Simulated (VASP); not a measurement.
# KBr (Pm-3m) in VASP: notebook

KBr is run at these levels: revPBE; tasks: single point.

All numbers are computed with VASP 6.6.1; they aren't measurements. Logs are shortened: lines on timing, memory, paths and dates and some standing lists are left out, and cuts for length are marked.

### Step 1. The cell of the first run

It takes space group Pm-3m (No. 221, cubic). The conventional cell has a = 4.010 Å, b = 4.010 Å, c = 4.010 Å, α = 90.00°, β = 90.00°, γ = 90.00°. Within 4.6 Å of K (site symmetry m-3m) lie 8 Br at 3.47 Å and 6 K at 4.01 Å. Br (site symmetry m-3m) has 8 K at 3.47 Å and 6 Br at 4.01 Å within 4.6 Å.

### Step 2. Single point, revPBE

The input, INCAR:

```
SYSTEM = KBr
PREC = Accurate ; ENCUT = 500
EDIFF = 1E-6 ; ISMEAR = 1
SIGMA = 0.02 ; LREAL = .False.
LASPH = .True. ; NELM = 120
ALGO = Normal ; ISIF = 2
LWAVE = .False. ; LCHARG = .True.
GGA = RE ; LELF = .True.
LVHAR = .True. ; NBANDS = 15
GGA_COMPAT = .False.
```

The input, KPOINTS:

```
regular mesh
0
Gamma
  4 4 4
  0 0 0
```

The input, POSCAR:

```
KBr
1.0
    4.0095184103      0.0000000000      0.0000000000
    0.0000000000      4.0095184103      0.0000000000
    0.0000000000      0.0000000000      4.0095184103
K Br
1 1
Direct
    0.0000000000      0.0000000000      0.0000000000
    0.5000000000      0.5000000000      0.5000000000
```

Potentials or basis: VASP PAW PBE potentials, release 64 (K_sv, Br).

Launch:

```console
$ cat potpaw_PBE.64/K_sv/POTCAR potpaw_PBE.64/Br/POTCAR > POTCAR
$ mpirun -np 1 vasp_std > vasp.out
```

OUTCAR:

```text
SYSTEM = KBr
   PREC = Accurate
   ENCUT = 500
   EDIFF = 1E-6
   ISMEAR = 1
   LREAL = .False.
   LASPH = .True.
   NELM = 120
   ISIF = 2
   GGA = RE

 ion  position               nearest neighbor table
   1  0.000  0.000  0.000-
   2  0.500  0.500  0.500-

  LATTYP: Found a simple cubic cell.
 ALAT       =     4.0095184103

  Lattice vectors:

 A1 = (   4.0095184103,   0.0000000000,   0.0000000000)
 A2 = (   0.0000000000,   4.0095184103,   0.0000000000)
 A3 = (   0.0000000000,   0.0000000000,   4.0095184103)

Analysis of symmetry for initial positions (statically):
=====================================================================
 Subroutine PRICEL returns:
 Original cell was already a primitive cell.

 Routine SETGRP: Setting up the symmetry group for a
 simple cubic supercell.

 Subroutine GETGRP returns: Found 48 space group operations
 (whereof 48 operations were pure point group operations)
 out of a pool of 48 trial point group operations.

The static configuration has the point symmetry O_h .

Analysis of symmetry for dynamics (positions and initial velocities):
=====================================================================
 Subroutine PRICEL returns:
 Original cell was already a primitive cell.

 Routine SETGRP: Setting up the symmetry group for a
 simple cubic supercell.

 Subroutine GETGRP returns: Found 48 space group operations
 (whereof 48 operations were pure point group operations)
 out of a pool of 48 trial point group operations.

The dynamic configuration has the point symmetry O_h .

 Subroutine INISYM returns: Found 48 space group operations
 (whereof 48 operations are pure point group operations),
 and found     1 'primitive' translations

----------------------------------------------------------------------------------------

                                     Primitive cell

  volume of cell :      64.4580

  direct lattice vectors                    reciprocal lattice vectors
     4.009518410  0.000000000  0.000000000     0.249406512  0.000000000  0.000000000
     0.000000000  4.009518410  0.000000000     0.000000000  0.249406512  0.000000000
     0.000000000  0.000000000  4.009518410     0.000000000  0.000000000  0.249406512

  length of vectors
     4.009518410  4.009518410  4.009518410     0.249406512  0.249406512  0.249406512

  position of ions in fractional coordinates (direct lattice)
     0.000000000  0.000000000  0.000000000
     0.500000000  0.500000000  0.500000000

  ion indices of the primitive-cell ions
   primitive index   ion index
                 1           1
                 2           2

----------------------------------------------------------------------------------------

 KPOINTS: regular mesh

Automatic generation of k-mesh.
 Grid dimensions read from file:
 generate k-points for:    4    4    4

 Generating k-lattice:

  Cartesian coordinates                     Fractional coordinates (reciprocal lattice)
     0.062351628  0.000000000  0.000000000     0.250000000  0.000000000  0.000000000
     0.000000000  0.062351628  0.000000000     0.000000000  0.250000000  0.000000000
     0.000000000  0.000000000  0.062351628     0.000000000  0.000000000  0.250000000

  Length of vectors
     0.062351628  0.062351628  0.062351628

  Shift w.r.t. Gamma in fractional coordinates (k-lattice)
     0.000000000  0.000000000  0.000000000

 Subroutine IBZKPT returns following result:
 ===========================================

 Found     10 irreducible k-points:

 Following reciprocal coordinates:
            Coordinates               Weight
  0.000000  0.000000  0.000000      1.000000
  0.250000  0.000000  0.000000      6.000000
  0.500000  0.000000  0.000000      3.000000
  0.250000  0.250000  0.000000     12.000000
  0.500000  0.250000  0.000000     12.000000
  0.500000  0.500000  0.000000      3.000000
  0.250000  0.250000  0.250000      8.000000
  0.500000  0.250000  0.250000     12.000000
  0.500000  0.500000  0.250000      6.000000
  0.500000  0.500000  0.500000      1.000000
   k-points           NKPTS =     10   k-points in BZ     NKDIM =     10   number of bands    NBANDS=     15
   number of dos      NEDOS =    301   number of ions     NIONS =      2
   total plane-waves  NPLWV =  27000
   dimension x,y,z NGX =    30 NGY =   30 NGZ =   30
   dimension x,y,z NGXF=    60 NGYF=   60 NGZF=   60
   ions per type =               1   1
   NGX,Y,Z   is equivalent  to a cutoff of  12.44, 12.44, 12.44 a.u.
   NGXF,Y,Z  is equivalent  to a cutoff of  24.88, 24.88, 24.88 a.u.
 SYSTEM =  KBr
   PREC   = accura    normal or accurate (medium, high low for compatibility)
   ISTART =      0    job   : 0-new  1-cont  2-samecut
   ICHARG =      2    charge: 1-file 2-atom 10-const
   ISPIN  =      1    spin polarized calculation?
   LNONCOLLINEAR =      F non collinear calculations
   LSORBIT =      F    spin-orbit coupling
   LASPH  =      T    aspherical Exc in radial PAW
   ENCUT  =  500.0 eV  36.75 Ry    6.06 a.u.   7.31  7.31  7.31*2*pi/ulx,y,z
   NELM   =    120;   NELMIN=  2; NELMDL= -5     # of ELM steps
   EDIFF  = 0.1E-05   stopping-criterion for ELM
   LREAL  =      F    real-space projection
   EDIFFG = 0.1E-04   stopping-criterion for IOM
   NSW    =      0    number of steps for IOM
   IBRION =     -1    ionic relax: 0-MD 1-quasi-New 2-CG
   NFREE  =      0    steps in history (QN), initial steepest desc. (CG)
   ISIF   =      2    stress and relaxation
   ISYM   =      2    0-nonsym 1-usesym 2-fastsym
   POTIM  = 0.5000    time-step for ionic-motion
   TEBEG  =    0.0;   TEEND  =   0.0 temperature during run
   PSTRESS=    0.0 pullay stress
   NELECT =      16.0000    total number of electrons
   NUPDOWN=      -1.0000    fix difference up-down
   EMIN   =  10.00;   EMAX   =-10.00  energy-range for DOS
   EFERMI =   0.00;   METHOD = LEGACY
   ISMEAR =     1;   SIGMA  =   0.02  broadening in eV -4-tet -1-fermi 0-gaus
   EFERMI_NEDOS =   21; number of points for ismear=-14 and -15
   IALGO  =     38    algorithm
   IMIX   =      4    mixing-type and parameters
     AMIX     =   0.40;   BMIX     =  1.00
     AMIX_MAG =   1.60;   BMIX_MAG =  1.00
  volume/ion in A,a.u.               =      32.23       217.49
  Fermi-wavevector in a.u.,A,eV,Ry     =   1.028859  1.944262 14.402464  1.058551
  Thomas-Fermi vector in A             =   2.162877
   LORBIT       =      0    0 simple, 1 ext, 2 COOP (PROOUT), +10 PAW based schemes
   GGA     = RE    functional components
   LHFCALC =     F    Hartree Fock is set to
   AEXX    =    0.0000 exact exchange contribution
   IVDW    =     0    specifies the selected vdW correction
   LEPSILON=     F    determine dielectric tensor
   LRPA    =     F    only Hartree local field effects (RPA)
 non-spin polarized calculation
 Methfessel and Paxton  Order N= 1 SIGMA  =   0.02
  energy-cutoff  :      500.00
  volume of cell :       64.46
 maximum number of plane-waves:      1666
 NGX is ok and might be reduce to    30
   NGX = 15   NGY = 15   NGZ = 15

 number of electron      15.9999996 magnetization

 Free energy of the ion-electron system (eV)
  ---------------------------------------------------
  ext. energy  EPLUGINS =         0.00000000
  ---------------------------------------------------
  free energy    TOTEN  =        -5.69289113 eV

  energy without entropy =       -5.69294548  energy(sigma->0) =       -5.69290925

 E-fermi :  -0.5116     XC(G=0):  -7.6709

 val. band max:       -0.5284618669   @ k =   0.5000   0.5000   0.0000
 cond. band min:       3.6751959044   @ k =   0.0000   0.0000   0.0000
 fundamental gap:      4.2036577712
 Fermi energy:        -0.5116242225

 k-point     1 :       0.0000    0.0000    0.0000
  band No.  band energies     occupation
      1     -29.2645      2.00000
      2     -13.3169      2.00000
      3     -12.6539      2.00000
      4     -12.6539      2.00000
      5     -12.6539      2.00000
      6      -0.7913      2.00000
      7      -0.7913      2.00000
      8      -0.7913      2.00000
      9       3.6752      0.00000
     10       5.4746      0.00000
     11       5.4746      0.00000
     12       9.2372      0.00000
     13       9.2372      0.00000
     14       9.2372      0.00000
     15      11.9027      0.00000

 k-point     2 :       0.2500    0.0000    0.0000
  band No.  band energies     occupation
      1     -29.2592      2.00000
      2     -13.4252      2.00000
      3     -12.6439      2.00000
      4     -12.6439      2.00000
      5     -12.5314      2.00000
      6      -1.7727      2.00000
      7      -0.7789      2.00000
      8      -0.7789      2.00000
      9       4.8561      0.00000
     10       5.9495      0.00000
     11       6.6267      0.00000
     12       9.1361      0.00000
     13       9.1361      0.00000
     14       9.4781      0.00000
     15      10.1918      0.00000

 k-point     3 :       0.5000    0.0000    0.0000
  band No.  band energies     occupation
      1     -29.2538      2.00000
      2     -13.5186      2.00000
      3     -12.6337      2.00000
      4     -12.6337      2.00000
      5     -12.4187      2.00000
      6      -2.4925      2.00000
      7      -0.7672      2.00000
      8      -0.7672      2.00000
      9       6.2655      0.00000
     10       6.8394      0.00000
     11       7.4737      0.00000
     12       8.5004      0.00000
     13       9.2813      0.00000
     14       9.2813      0.00000
     15       9.7742      0.00000
[... 91 lines left out ...]
 k-point     9 :       0.5000    0.5000    0.2500
  band No.  band energies     occupation
      1     -29.2388      2.00000
      2     -12.9944      2.00000
      3     -12.7825      2.00000
      4     -12.7825      2.00000
      5     -12.6927      2.00000
      6      -1.9572      2.00000
      7      -1.9572      2.00000
      8      -1.3428      2.00000
      9       5.7948      0.00000
     10       7.3439      0.00000
     11       7.3439      0.00000
     12       7.6690      0.00000
     13       9.5819      0.00000
     14       9.5819      0.00000
     15      10.6816      0.00000

 k-point    10 :       0.5000    0.5000    0.5000
  band No.  band energies     occupation
      1     -29.2340      2.00000
      2     -12.9275      2.00000
      3     -12.7655      2.00000
      4     -12.7655      2.00000
      5     -12.7655      2.00000
      6      -1.9807      2.00000
      7      -1.9807      2.00000
      8      -1.9807      2.00000
      9       7.1335      0.00000
     10       7.1335      0.00000
     11       7.1335      0.00000
     12       9.0533      0.00000
     13       9.0533      0.00000
     14       9.0533      0.00000
     15      10.7143      0.00000

------------------------ aborting loop because EDIFF is reached ----------------------------------------

  FORCE on cell =-STRESS in cart. coord.  units (eV):
  Direction    XX          YY          ZZ          XY          YZ          ZX
  --------------------------------------------------------------------------------------
  -------------------------------------------------------------------------------------
  Total        0.6962549      0.6962549      0.6962549     -0.0000000     -0.0000000      0.0000000
  in kB       17.3062198     17.3062198     17.3062198     -0.0000000     -0.0000000      0.0000000
  external PRESSURE =      17.3062198 kB  Pullay stress =       0.0000000 kB

 VOLUME and BASIS-vectors are now :
 -----------------------------------------------------------------------------
  energy-cutoff  :      500.00
  volume of cell :       64.46
      direct lattice vectors                 reciprocal lattice vectors
     4.009518410  0.000000000  0.000000000     0.249406512  0.000000000  0.000000000
     0.000000000  4.009518410  0.000000000     0.000000000  0.249406512  0.000000000
     0.000000000  0.000000000  4.009518410     0.000000000  0.000000000  0.249406512

 POSITION                                       TOTAL-FORCE (eV/Angst)
 -----------------------------------------------------------------------------------
      0.00000      0.00000      0.00000         0.000000      0.000000      0.000000
      2.00476      2.00476      2.00476         0.000000      0.000000      0.000000
 -----------------------------------------------------------------------------------
    total drift:                                0.000000      0.000000     -0.000000

  FREE ENERGIE OF THE ION-ELECTRON SYSTEM (eV)
  ---------------------------------------------------
  free  energy   TOTEN  =        -5.6928911288 eV

  energy  without entropy=       -5.6929454841  energy(sigma->0) =       -5.69290925
```

It took 5.5 s on 1 thread of Intel Xeon 6975P-C (Granite Rapids), shared host; peak memory 0.16 GiB.

Results:

```yaml
Free_energy: -5.6929 eV
Pressure: 1.7 GPa
Band_gap_on_the_k_mesh: 4.20 eV, indirect (least direct gap 4.47 eV)
```

Levels at points of the mesh, in eV from the valence-band top:
| k point | band 4 | band 5 | band 6 | band 7 | band 8 | band 9 | band 10 | band 11 | band 12 | band 13 |
| --- | --- | --- | --- | --- | --- | --- | --- | --- | --- | --- |
| (0.00, 0.00, 0.00) | -12.13 | -12.13 | -0.26 | -0.26 | -0.26 | 4.20 | 6.00 | 6.00 | 9.77 | 9.77 |
| (0.50, 0.00, 0.00) | -12.11 | -11.89 | -1.96 | -0.24 | -0.24 | 6.79 | 7.37 | 8.00 | 9.03 | 9.81 |
| (0.50, 0.50, 0.00) | -12.27 | -12.09 | -1.41 | -1.41 | 0.00 | 5.45 | 6.67 | 8.16 | 8.16 | 10.72 |
| (0.50, 0.50, 0.50) | -12.24 | -12.24 | -1.45 | -1.45 | -1.45 | 7.66 | 7.66 | 7.66 | 9.58 | 9.58 |

Caveat: the PAW data sets were made with another functional, which shifts forces and pressure a little.

(Continued in part 2 of 2.)
